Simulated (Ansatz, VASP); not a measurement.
**Ti in VASP and in Ansatz**

```
Ti
1.0
    -1.64100    1.64100   -1.64100
    -1.64100   -1.64100    1.64100
     0.00000    7.27111    7.27111
Ti
4
Direct
  0.00000 0.00000 0.78991
  0.50000 0.50000 0.11284
  0.00000 0.00000 0.33853
  0.50000 0.50000 0.56422
```

Alike in both runs: task single point; functional PBEsol; k mesh 17 × 17 × 5; occupations gaussian, width 0.15 eV; no spin polarisation.

|  | VASP | Ansatz |
| --- | --- | --- |
| version | VASP 6.6.1 | Ansatz 0.2.0 |
| potentials or method | VASP PAW PBE potentials, release 64 (Ti_sv), cutoff 520 eV | scalar-relativistic, plane waves, PAW |
| valence electrons in the cell | 48 | 48 |

VASP gave:

* gap on the k mesh at the Fermi level (eV): none
* pressure (GPa): -10.8
* traceless stress, the component that is largest in VASP (GPa): -2.01
* rms of the force components (eV/Å): 0.187

Question: Estimate Ansatz's values.

Answer: gap on the k mesh at the Fermi level (eV): none; pressure (GPa): -10.7; traceless stress, the component that is largest in VASP (GPa): -2.03; rms of the force components (eV/Å): 0.189.

VASP's potentials were made for PBE, not for PBEsol. Atom by atom the forces differ by 0.003 eV/Å (rms over components). A gap of «none» marks a metal or a gap that the smearing closes. The functional is the same, so the differences come from potentials, cutoffs and numerics.
